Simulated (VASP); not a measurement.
A run of VASP 6.6.1 is set up as follows.

File INCAR:

```
PREC = Accurate
ENCUT = 520
EDIFF = 1E-7
ISMEAR = 0
SIGMA = 0.05
LREAL = F
LASPH = T
NELM = 60
ALGO = Normal
ISIF = 2
LWAVE = F
LCHARG = T
GGA = PS
LELF = T
LVHAR = T
NBANDS = 14
```

The input KPOINTS:

```
regular mesh
0
Gamma
  11 11 11
```

POSCAR

```
HfB
1.0
    0.0000000000      2.2787799567      2.2787799567
    2.2787799567      0.0000000000      2.2787799567
    2.2787799567      2.2787799567      0.0000000000
Hf B
1 1
Direct
    0.5000000000      0.5000000000      0.5000000000
    0.0000000000      0.0000000000      0.0000000000
```

Potentials or basis: VASP PAW PBE potentials, release 64 (Hf_pv, B).

Run with:

```console
$ cat potpaw_PBE.64/Hf_pv/POTCAR potpaw_PBE.64/B/POTCAR > POTCAR
$ mpirun -np 1 vasp_std > vasp.out
```

Problem. Estimate the pressure.

Solution. 36.4 GPa.

Caveat: the PAW data sets were made with another functional, which shifts forces and pressure a little.
